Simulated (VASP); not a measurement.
# Ti (P6_3/mmc) in VASP: single point with PBE

Aim: the single point of Ti with PBE.

Everything below comes from runs of VASP 6.6.1. Logs are shortened: lines on timing, memory, paths and dates and some standing lists are left out, and cuts for length are marked.

### Step 1. The cell of the first run

It takes space group P6_3/mmc (No. 194, hexagonal). The conventional cell has a = 2.758 Å, b = 2.758 Å, c = 5.017 Å, α = 90.00°, β = 90.00°, γ = 120.00°. Within 3.6 Å of Ti (site symmetry -6m2) lie 12 Ti at 2.76 to 2.97 Å.

### Step 2. Single point, PBE

File INCAR:

```
SYSTEM = Ti
ALGO = All
EDIFF = 1E-6
ENCUT = 550
GGA = PE
GGA_COMPAT = .FALSE.
ISEARCH = 1
ISIF = 2
ISMEAR = 0
KPAR = 4
LASPH = .TRUE.
LCHARG = .FALSE.
LREAL = .FALSE.
LWAVE = .FALSE.
NBANDS = 58
NELM = 300
PREC = Accurate
SIGMA = 0.1
```

File KPOINTS:

```
k-points
0
G
  9 9 7
  0 0 0
```

File POSCAR:

```
Ti
1.0
    5.5167009178      0.0000000000      0.0000000000
   -2.7583504589      4.7776031399      0.0000000000
    0.0000000000      0.0000000000      5.0172095450
Ti
8
Direct
    0.1666666667      0.3333333333      0.2500000000
    0.6666666667      0.3333333333      0.2500000000
    0.1666666667      0.8333333333      0.2500000000
    0.6666666667      0.8333333333      0.2500000000
    0.8333333333      0.1666666667      0.7500000000
    0.3333333333      0.1666666667      0.7500000000
    0.8333333333      0.6666666667      0.7500000000
    0.3333333333      0.6666666667      0.7500000000
```

Potentials or basis: VASP PAW PBE potentials, release 64 (Ti_sv).

Command:

```sh
$ cat potpaw_PBE.64/Ti_sv/POTCAR > POTCAR
$ mpirun -np 4 vasp_std > vasp.out
```

OUTCAR:

```text
SYSTEM = Ti
   EDIFF = 1E-6
   ENCUT = 550
   GGA = PE
   ISIF = 2
   ISMEAR = 0
   LASPH = .TRUE.
   LREAL = .FALSE.
   NELM = 300
   PREC = Accurate

 ion  position               nearest neighbor table
   1  0.167  0.333  0.250-   2 2.76   2 2.76   4 2.76   3 2.76   3 2.76   4 2.76
   2  0.667  0.333  0.250-   1 2.76   1 2.76   4 2.76   4 2.76   3 2.76   3 2.76
   3  0.167  0.833  0.250-   4 2.76   4 2.76   1 2.76   1 2.76   2 2.76   2 2.76
   4  0.667  0.833  0.250-   3 2.76   3 2.76   1 2.76   2 2.76   2 2.76   1 2.76
   5  0.833  0.167  0.750-   6 2.76   6 2.76   8 2.76   7 2.76   7 2.76   8 2.76
   6  0.333  0.167  0.750-   5 2.76   5 2.76   8 2.76   8 2.76   7 2.76   7 2.76
   7  0.833  0.667  0.750-   8 2.76   8 2.76   5 2.76   5 2.76   6 2.76   6 2.76
   8  0.333  0.667  0.750-   7 2.76   7 2.76   5 2.76   6 2.76   6 2.76   5 2.76
[... 7 lines left out ...]
 A1 = (   5.5167009178,   0.0000000000,   0.0000000000)
 A2 = (  -2.7583504589,   4.7776031399,   0.0000000000)
 A3 = (   0.0000000000,   0.0000000000,   5.0172095450)

Analysis of symmetry for initial positions (statically):
=====================================================================
 Subroutine PRICEL returns following result:

  LATTYP: Found a hexagonal cell.
 ALAT       =     2.7583504589
 C/A-ratio  =     1.8189166387

  Lattice vectors:

 A1 = (   2.7583504589,   0.0000000000,   0.0000000000)
 A2 = (  -1.3791752294,   2.3888015700,   0.0000000000)
 A3 = (   0.0000000000,   0.0000000000,   5.0172095450)

   4 primitive cells build up your supercell.

 Routine SETGRP: Setting up the symmetry group for a
 hexagonal supercell.

 Subroutine GETGRP returns: Found 24 space group operations
 (whereof 12 operations were pure point group operations)
 out of a pool of 24 trial point group operations.

The static configuration has the point symmetry D_3d.
 The point group associated with its full space group is D_6h.

Analysis of symmetry for dynamics (positions and initial velocities):
=====================================================================
 Subroutine PRICEL returns following result:

  LATTYP: Found a hexagonal cell.
 ALAT       =     2.7583504589
 C/A-ratio  =     1.8189166387

  Lattice vectors:

 A1 = (   2.7583504589,   0.0000000000,   0.0000000000)
 A2 = (  -1.3791752294,   2.3888015700,   0.0000000000)
 A3 = (   0.0000000000,   0.0000000000,   5.0172095450)

   4 primitive cells build up your supercell.

[... 113 lines left out ...]
   NFREE  =      0    steps in history (QN), initial steepest desc. (CG)
   ISIF   =      2    stress and relaxation
   ISYM   =      2    0-nonsym 1-usesym 2-fastsym
   POTIM  = 0.5000    time-step for ionic-motion
   TEBEG  =    0.0;   TEEND  =   0.0 temperature during run
   PSTRESS=    0.0 pullay stress
   NELECT =      96.0000    total number of electrons
   NUPDOWN=      -1.0000    fix difference up-down
   EMIN   =  10.00;   EMAX   =-10.00  energy-range for DOS
   EFERMI =   0.00;   METHOD = LEGACY
   ISMEAR =     0;   SIGMA  =   0.10  broadening in eV -4-tet -1-fermi 0-gaus
   EFERMI_NEDOS =   21; number of points for ismear=-14 and -15
   IALGO  =     58    algorithm
   IMIX   =      4    mixing-type and parameters
     AMIX     =   0.40;   BMIX     =  1.00
     AMIX_MAG =   1.60;   BMIX_MAG =  1.00
  volume/ion in A,a.u.               =      16.53       111.55
  Fermi-wavevector in a.u.,A,eV,Ry     =   1.471345  2.780440 29.454675  2.164858
  Thomas-Fermi vector in A             =   2.586493
   LORBIT       =      0    0 simple, 1 ext, 2 COOP (PROOUT), +10 PAW based schemes
   GGA     = PE    functional components
   LHFCALC =     F    Hartree Fock is set to
   AEXX    =    0.0000 exact exchange contribution
   IVDW    =     0    specifies the selected vdW correction
   LEPSILON=     F    determine dielectric tensor
   LRPA    =     F    only Hartree local field effects (RPA)
 non-spin polarized calculation
 Gauss-broadening in eV      SIGMA  =   0.10
  energy-cutoff  :      550.00
  volume of cell :      132.24
 maximum number of plane-waves:      3913
 NGX is ok and might be reduce to    42
   NGX = 21   NGY = 21   NGZ = 19

 number of electron      96.0000011 magnetization

 Free energy of the ion-electron system (eV)
  ---------------------------------------------------
  ext. energy  EPLUGINS =         0.00000000
  ---------------------------------------------------
  free energy    TOTEN  =       -62.00394841 eV

  energy without entropy =      -61.95545262  energy(sigma->0) =      -61.97970052

 E-fermi :   8.8210     XC(G=0): -11.7187

 val. band max:        8.8146193759   @ k =   0.3333   0.3333   0.2857
 cond. band min:       8.8252621090   @ k =   0.2222   0.1111   0.2857
 fundamental gap:      0.0106427331
 Fermi energy:         8.8209775950

 k-point     1 :       0.0000    0.0000    0.0000
  band No.  band energies     occupation
      1     -47.8505      2.00000
      2     -47.7549      2.00000
      3     -47.6694      2.00000
      4     -47.6694      2.00000
      5     -47.6694      2.00000
      6     -47.6389      2.00000
[... 1453 lines left out ...]
     57      10.0229      0.00000
     58      10.4837      0.00000

 [... further k-points ...]

------------------------ aborting loop because EDIFF is reached ----------------------------------------

  FORCE on cell =-STRESS in cart. coord.  units (eV):
  Direction    XX          YY          ZZ          XY          YZ          ZX
  --------------------------------------------------------------------------------------
  -------------------------------------------------------------------------------------
  Total        8.6436106      8.6436106     -3.0699259      0.0000000      0.0000000      0.0000000
  in kB      104.7258816    104.7258816    -37.1951852      0.0000000      0.0000000      0.0000000
  external PRESSURE =      57.4188594 kB  Pullay stress =       0.0000000 kB

 VOLUME and BASIS-vectors are now :
 -----------------------------------------------------------------------------
  energy-cutoff  :      550.00
  volume of cell :      132.24
      direct lattice vectors                 reciprocal lattice vectors
     5.516700918  0.000000000  0.000000000     0.181267757  0.104654988  0.000000000
    -2.758350459  4.777603140  0.000000000     0.000000000  0.209309976  0.000000000
     0.000000000  0.000000000  5.017209545     0.000000000  0.000000000  0.199313979

 POSITION                                       TOTAL-FORCE (eV/Angst)
 -----------------------------------------------------------------------------------
      0.00000      1.59253      1.25430        -0.000000     -0.000000     -0.000000
      2.75835      1.59253      1.25430         0.000000     -0.000000     -0.000000
     -1.37918      3.98134      1.25430        -0.000000     -0.000000      0.000000
      1.37918      3.98134      1.25430        -0.000000     -0.000000     -0.000000
      4.13753      0.79627      3.76291         0.000000      0.000000      0.000000
      1.37918      0.79627      3.76291        -0.000000     -0.000000      0.000000
      2.75835      3.18507      3.76291         0.000000      0.000000     -0.000000
     -0.00000      3.18507      3.76291         0.000000      0.000000      0.000000
 -----------------------------------------------------------------------------------
    total drift:                               -0.000001      0.000000     -0.000000

  FREE ENERGIE OF THE ION-ELECTRON SYSTEM (eV)
  ---------------------------------------------------
  free  energy   TOTEN  =       -62.0039484126 eV

  energy  without entropy=      -61.9554553159  energy(sigma->0) =      -61.97970186
```

OSZICAR:

```text
N       E                     dE             d eps       ncg     rms           ort
DAV:   1     0.142161301808E+04    0.14216E+04   -0.50691E+04  2784   0.226E+03
DAV:   2     0.134625162731E+03   -0.12870E+04   -0.12637E+04  2784   0.666E+02
DAV:   3    -0.389895986172E+02   -0.17361E+03   -0.16497E+03  2784   0.208E+02
[... 29 lines left out ...]
CGA:  33    -0.620039452558E+02   -0.12000E-05   -0.11913E-05  2784   0.209E-05   0.416E-06
CGA:  34    -0.620039464742E+02   -0.12184E-05   -0.12373E-05  2784   0.247E-05  -0.153E-06
 trl  35    -0.620039474842E+02   -0.10100E-05   -0.10349E-05  2784   0.229E-05  -0.620E-06
CGA:  36    -0.620039475037E+02   -0.10295E-05   -0.10349E-05  2784   0.242E-05  -0.351E-06
 trl  37    -0.620039484009E+02   -0.89723E-06   -0.91193E-06  2784   0.207E-05  -0.496E-06
CGA:  38    -0.620039484126E+02   -0.90897E-06   -0.91193E-06  2784   0.236E-05  -0.316E-06
   1 F= -.62003948E+02 E0= -.61979702E+02  d E =-.484931E-01
```

Run time: 2.2 min. Hardware: 4 MPI ranks of Intel Xeon 6975P-C (Granite Rapids), shared host; peak memory 0.74 GiB.

Results:

```
Free energy            : -62.0039 eV
Pressure               : 5.7 GPa
Band gap on the k mesh : zero (bands 48 and 49 overlap by 0.32 eV)
```

Stress tensor (GPa, compression positive):
```
10.47  0.00  0.00
 0.00 10.47  0.00
 0.00  0.00 -3.72
```

Caveat: the stress differs along the axes, from -4 to 10 GPa.
